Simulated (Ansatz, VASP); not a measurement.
## Cu4Sn: VASP beside Ansatz

File INCAR:

```
PREC = Accurate
ENCUT = 600
EDIFF = 1E-7
ISMEAR = 0
SIGMA = 0.1
LREAL = False
LASPH = True
NELM = 100
ALGO = Normal
ISIF = 3
LWAVE = False
LCHARG = False
GGA = PE
IBRION = 2
NSW = 90
EDIFFG = -0.04
```

File KPOINTS:

```
regular mesh
0
Gamma
  4 4 4
```

File POSCAR:

```
Cu4Sn
1.0
    4.1329371100      0.0000000000      0.0000000000
    0.0000000000      4.1329371100      0.0000000000
    0.0000000000      0.0000000000      4.1329371100
Cu Sn
4 1
Direct
    0.0000000000      0.5000000000      0.5000000000
    0.5000000000      0.5000000000      0.0000000000
    0.5000000000      0.0000000000      0.5000000000
    0.0000000000      0.0000000000      0.0000000000
    0.5000000000      0.5000000000      0.5000000000
```

Input for Ansatz:

```yaml
crystal:
  lattice:
    - [4.13293711, 0.0, 0.0]
    - [0.0, 4.13293711, 0.0]
    - [0.0, 0.0, 4.13293711]
  atoms:
    - { symbol: Cu, position: [0.0, 0.5, 0.5] }
    - { symbol: Cu, position: [0.5, 0.5, 0.0] }
    - { symbol: Cu, position: [0.5, 0.0, 0.5] }
    - { symbol: Cu, position: [0.0, 0.0, 0.0] }
    - { symbol: Sn, position: [0.5, 0.5, 0.5] }
basis:
  ecutwfc: 420
kpoints:
  mp_grid: { grid: [4, 4, 4] }
hamiltonian:
  xc: pbe
scf:
  occupations: { method: gaussian, width: 0.1 }
  lower_state_search: "off"
output:
  forces: true
  stress: true
  eigenvalues: true
relax:
  adjacent_minimum: "off"
  f_tol: 0.04
  max_steps: 70
  cell: { stress_tol: 0.4 }
```

Change from the starting cell: species swapped into the Fe4N type (Pm-3m, No. 221).

Alike in both runs: task relaxation of cell and atoms; functional PBE; k mesh 4 × 4 × 4; occupations gaussian, width 0.1 eV; no spin polarisation.

```csv
,VASP,Ansatz
version,VASP 6.6.1,Ansatz 0.2.0
potentials or method,"VASP PAW PBE potentials, release 64 (Cu, Sn_d), cutoff 600 eV","scalar-relativistic, plane waves, PAW"
valence electrons in the cell,58,90
```

VASP gave:

| Item | Value |
| --- | --- |
| gap on the k mesh at the Fermi level, each at its own relaxed structure (eV) | none |
| relaxed volume (Å³/atom) | 22.22 |
| relaxed cell length with the largest relative difference (Å) | 4.808 |

Which values does Ansatz return?

gap on the k mesh at the Fermi level, each at its own relaxed structure (eV): none; relaxed volume (Å³/atom): 22.01; relaxed cell length with the largest relative difference (Å): 4.792.

A gap of «none» marks a metal or a gap that the smearing closes. VASP's potentials hold 58 valence electrons a cell and Ansatz's 90, so a difference there can come from the potentials and not from the codes.

The k mesh is coarse, so the values compare programs but aren't converged. Noted on VASP's run: the volume moved by over 15 % at a fixed basis, so the end points are rough.
